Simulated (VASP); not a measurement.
A run of VASP 6.6.1 is set up as follows.

INCAR

```
ALGO = Normal
EDIFF = 1E-6
ENCUT = 520
GGA = PE
ISIF = 2
ISMEAR = 0
LASPH = T
LCHARG = F
LREAL = F
LWAVE = F
NBANDS = 8
NELM = 60
PREC = Accurate
SIGMA = 0.1
```

File KPOINTS:

```
k-points
0
Gamma
  20 20 20
```

File POSCAR:

```
N
1.0
   -0.0073805909      1.5941144053      1.5475001470
    1.5464901714     -0.0063706153      1.5464901714
    1.5475001470      1.5941144053     -0.0073805909
N
1
Direct
    0.0000000000      0.0000000000      0.0000000000
```

Potentials or basis: VASP PAW PBE potentials, release 64 (N).

Command:

```bash
$ cat potpaw_PBE.64/N/POTCAR > POTCAR
$ mpirun -np 1 vasp_std > vasp.out
```

Problem. Predict the pressure.

Solution. -2.2 GPa.

Problem. Predict the band gap on the k mesh.

Solution. Zero (an odd number of electrons rules out a gap without spin polarisation).

Stress tensor (GPa, compression positive):
```
-5.84 -0.89 -0.25
-0.89  5.08 -0.89
-0.25 -0.89 -5.84
```

Caveat: the cell differs from its parent crystal (strained); the stress differs along the axes, from -6 to 5 GPa; an odd number of electrons without spin polarisation forces a metal; a magnetic or distorted state may lie lower.
